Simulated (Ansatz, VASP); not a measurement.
SrTiTe3 in VASP and in Ansatz

```
CELL_PARAMETERS angstrom
5.43362 0.00000 0.00000
0.00000 5.43362 0.00000
0.00000 0.00000 5.43362
ATOMIC_POSITIONS crystal
Sr 0.50000 0.50000 0.50000
Ti 0.00000 0.00000 0.00000
Te 0.00000 0.00000 0.50000
Te 0.00000 0.50000 0.00000
Te 0.50000 0.00000 0.00000
```

Change from the starting cell: species swapped into the KCrF3 type (P4/mmm, No. 123).

Alike in both runs: task relaxation of cell and atoms; functional PBE; k mesh 8 × 8 × 8; occupations gaussian, width 0.1 eV; no spin polarisation.

|  | VASP | Ansatz |
| --- | --- | --- |
| version | VASP 6.6.1 | Ansatz 0.2.0 |
| potentials or method | VASP PAW PBE potentials, release 64 (Sr_sv, Ti_sv, Te), cutoff 600 eV | scalar-relativistic, plane waves, PAW |
| valence electrons in the cell | 40 | 70 |

Ansatz gave:

* gap on the k mesh at the Fermi level, each at its own relaxed structure (eV): none
* relaxed volume (Å³/atom): 32.34
* relaxed cell length with the largest relative difference (Å): 5.448

What did VASP give for the same quantities?

gap on the k mesh at the Fermi level, each at its own relaxed structure (eV): none; relaxed volume (Å³/atom): 32.33; relaxed cell length with the largest relative difference (Å): 5.447.

A gap of «none» marks a metal or a gap that the smearing closes. VASP's potentials hold 40 valence electrons a cell and Ansatz's 70, so a difference there can come from the potentials and not from the codes.

Spin-orbit coupling is off throughout.
